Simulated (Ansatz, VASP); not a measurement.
# Two plane-wave programs on SiNi

```xyz
4
Lattice="1.6187 2.8037 0.0000 -1.6187 2.8037 0.0000 0.0000 0.0000 5.2662" Properties=species:S:1:pos:R:3 pbc="T T T"
Si    0.0000    3.7383    0.0000
Si    0.0000    1.8691    2.6331
Ni    0.0000    3.7383    1.9748
Ni    0.0000    1.8691    4.6079
```

Alike in both runs: task single point; functional PBE; k mesh 12 × 12 × 7; occupations fermi-dirac, width 0.0443 eV; no spin polarisation.

|  | VASP | Ansatz |
| --- | --- | --- |
| version | VASP 6.6.1 | Ansatz 0.2.0 |
| potentials or method | VASP PAW PBE potentials, release 64 (Si, Ni), cutoff 520 eV | PAW plane waves |
| valence electrons in the cell | 28 | 44 |

VASP gave:

- rms of the force components (eV/Å): 0.231

Task: Which values does Ansatz return?

Result: rms of the force components (eV/Å): 0.230.

Atom by atom the forces differ by 0.001 eV/Å (rms over components). VASP's potentials hold 28 valence electrons a cell and Ansatz's 44, so a difference there can come from the potentials and not from the codes. Ansatz's warnings: structure snapped to symmetry.
